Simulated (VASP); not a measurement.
Input of a VASP 6.6.1 run:

INCAR

```
ALGO = Normal ; EDIFF = 1E-6
ENCUT = 520 ; GGA = PS
ISIF = 2 ; ISMEAR = 0
IVDW = 12 ; LASPH = T
LCHARG = F ; LREAL = F
LWAVE = F ; NBANDS = 35
NELM = 60 ; PREC = Accurate
SIGMA = 0.02
```

File KPOINTS:

```
k-points
0
Gamma
  12 12 4
```

POSCAR

```
WS2
1.0
    3.1147089379      0.0000000000      0.0000000000
   -1.5573544689      2.6974170656      0.0000000000
    0.0000000000      0.0000000000     12.0120358600
W S
2 4
Direct
    0.3333333333      0.6666666667      0.7497756820
    0.6666666667      0.3333333333      0.2502243180
    0.3333333333      0.6666666667      0.1190706560
    0.6666666667      0.3333333333      0.6186230889
    0.3333333333      0.6666666667      0.3813769111
    0.6666666667      0.3333333333      0.8809293440
```

Potentials or basis: VASP PAW PBE potentials, release 64 (W_sv, S).

Command:

```console
$ cat potpaw_PBE.64/W_sv/POTCAR potpaw_PBE.64/S/POTCAR > POTCAR
$ mpirun -np 1 vasp_std > vasp.out
```

(1) Predict the dispersion energy per atom.

(2) Predict the pressure.

(3) Estimate the band gap on the k mesh.

## Answers

(1) -0.407 eV.

(2) -0.6 GPa.

(3) 0.80 eV (least direct gap 1.96 eV).

Caveat: the cell differs from its parent crystal (strain along c alone, the other axes held: +2.0 %, then relaxed in part); the PAW data sets were made with another functional, which shifts forces and pressure a little; spin-orbit coupling is left out, which moves the levels of the heavy elements.
